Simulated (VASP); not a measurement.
Wanted: the native input for a VASP 6.6.1 run.

```yaml
Task: relaxation of cell and atoms
Functional: PBE
Potentials_or_basis: VASP PAW PBE potentials, release 64 (La)
Cutoff: 600 eV
k_mesh: 13 × 13 × 7
Occupations: fermi-dirac, width 0.1 eV
Spin: no spin polarisation
Target_pressure: 15 GPa
Dipole_correction: no
Further_INCAR_settings: ALGO = Normal; EDIFF = 1e-07; IBRION = 2; EDIFFG = -0.005; NSW = 32; ISIF = 3
```

The structure of La lies in POSCAR:

```
La
1.0
    3.2949155472      0.0000000000      0.0000000000
   -1.6474577736      2.8534805672      0.0000000000
    0.0000000000      0.0000000000      5.4876392668
La
2
Direct
    0.3333333333      0.6666666667      0.2500000000
    0.6666666667      0.3333333333      0.7500000000
```

The input as run:

INCAR

```
ALGO = Normal
EDIFF = 1E-7
EDIFFG = -0.005
ENCUT = 600
GGA = PE
IBRION = 2
ISIF = 3
ISMEAR = -1
LASPH = True
LCHARG = False
LREAL = False
LWAVE = False
NELM = 100
NSW = 32
PREC = Accurate
PSTRESS = 150.0
SIGMA = 0.1
```

KPOINTS

```
k-points
0
Gamma
  13 13 7
```

Potentials or basis: VASP PAW PBE potentials, release 64 (La).

Command:

```sh
$ cat potpaw_PBE.64/La/POTCAR > POTCAR
$ mpirun -np 1 vasp_std > vasp.out
```

Results of the run:

The relaxed volume is 25.84 Å³/atom. The relaxed cell is a = 3.296 Å, b = 3.296 Å, c = 5.492 Å, α = 90.00°, β = 90.00°, γ = 120.00° and the space group after relaxing (to 0.1 Å) is P6_3/mmc (No. 194). The energy change on relaxing (the run minimises the enthalpy) is -3.8 meV/atom, the ionic steps are 3 and the pressure after relaxing is 15.0 GPa. The band gap on the k mesh is zero (bands 11 and 12 overlap by 1.79 eV).

Caveat: the cell is relaxed towards a set pressure, so the run minimises the enthalpy, not the energy; spin-orbit coupling is left out, which moves the levels of the heavy elements.

Run time: 2.1 min on 1 thread of Intel(R) Xeon(R) 6975P-C (Granite Rapids), with other jobs on the host, peak memory 0.25 GiB.
